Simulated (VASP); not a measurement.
Os:

```
CELL_PARAMETERS angstrom
1.66279 0.96001 3.08345
-1.66279 0.96001 3.08345
0.00000 -1.92003 3.08345
ATOMIC_POSITIONS crystal
Os 0.22754 0.22754 0.22754
Os 0.77246 0.77246 0.77246
```

- Program: VASP 6.6.1
- Task: relaxation of cell and atoms
- Functional: r2SCAN
- Potentials or basis: VASP PAW PBE potentials, release 64 (Os)
- Cutoff: 600 eV
- k mesh: 6 × 6 × 6
- Occupations: gaussian, width 0.1 eV
- Spin: no spin polarisation

At the start: pressure 71.1 GPa; volume 14.77 Å³/atom.

Where does the relaxation end?

Over 14 steps the energy falls by 676.7 meV/atom and the volume is 17.36 Å³/atom (+17.5 %); space group R-3m (No. 166, to 0.05 Å).

The path:
```csv
step,energy change (eV),largest force (eV/Å),pressure (GPa),volume (Å³)
1,0.0000,3.4983,71.11,29.53
2,6.9507,0.9247,-35.25,67.16
3,1.1821,2.4235,-42.55,45.64
4,-0.7661,1.7996,-22.61,37.54
5,-1.0249,0.1297,9.87,33.24
6,-1.0543,0.7147,-1.17,34.37
7,-1.0553,0.6398,0.26,34.21
8,-1.1288,0.4931,-0.06,34.53
9,-1.2255,0.8707,-0.85,34.94
10,-1.3409,0.1917,-5.32,35.52
11,-1.2903,1.1672,10.95,33.59
12,-1.3503,0.2201,-1.43,35.00
13,-1.3533,0.0172,0.53,34.65
14,-1.3535,0.0257,0.17,34.72
```

Final structure:
```
CELL_PARAMETERS angstrom
1.90198 1.09811 2.77022
-1.90198 1.09811 2.77022
0.00000 -2.19622 2.77022
ATOMIC_POSITIONS crystal
Os 0.21829 0.21829 0.21829
Os 0.78171 0.78171 0.78171
```

Caveat: the k points lie up to 0.34 Å⁻¹ apart in the final cell; the volume moved by over 15 % at a fixed basis, so the end points are rough; the PAW data sets were made with another functional, which shifts forces and pressure a little.
